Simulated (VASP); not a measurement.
The system is HfB2.

```
CELL_PARAMETERS angstrom
3.17499 0.00000 0.00000
-1.58750 2.74963 0.00000
0.00000 0.00000 3.43776
ATOMIC_POSITIONS crystal
Hf 0.00000 0.00000 0.00000
B 0.33333 0.66667 0.50000
B 0.66667 0.33333 0.50000
```

```yaml
Program: VASP 6.6.1
Task: relaxation of cell and atoms
Functional: PBE
Potentials_or_basis: VASP PAW PBE potentials, release 64 (Hf_pv, B)
Cutoff: 600 eV
k_mesh: 12 × 12 × 10
Occupations: gaussian, width 0.05 eV
Spin: no spin polarisation
```

At the start: pressure -1.9 GPa; volume 10.00 Å³/atom.

Q: Where does the relaxation end?

A: Over 5 steps the energy falls by 4.7 meV/atom and the volume is 9.94 Å³/atom (-0.6 %); space group P6/mmm (No. 191, to 0.1 Å) before and after.

The path:
```tsv
step	energy change (eV)	largest force (eV/Å)	pressure (GPa)	volume (Å³)
1	0.0000	0.0000	-1.93	30.01
2	-0.0109	0.0000	3.03	29.48
3	-0.0127	0.0000	1.65	29.63
4	-0.0136	0.0000	-1.05	29.96
5	-0.0142	0.0000	0.00	29.83
```

Final structure:
```cif
data_structure
_symmetry_space_group_name_H-M 'P 1'
_symmetry_Int_Tables_number 1
_cell_length_a 3.1430
_cell_length_b 3.1430
_cell_length_c 3.4865
_cell_angle_alpha 90.000
_cell_angle_beta 90.000
_cell_angle_gamma 120.000
_cell_volume 29.83
loop_
_atom_site_label
_atom_site_type_symbol
_atom_site_fract_x
_atom_site_fract_y
_atom_site_fract_z
_atom_site_occupancy
Hf1 Hf 0.00000 0.00000 0.00000 1
B1 B 0.33333 0.66667 0.50000 1
B2 B 0.66667 0.33333 0.50000 1
```
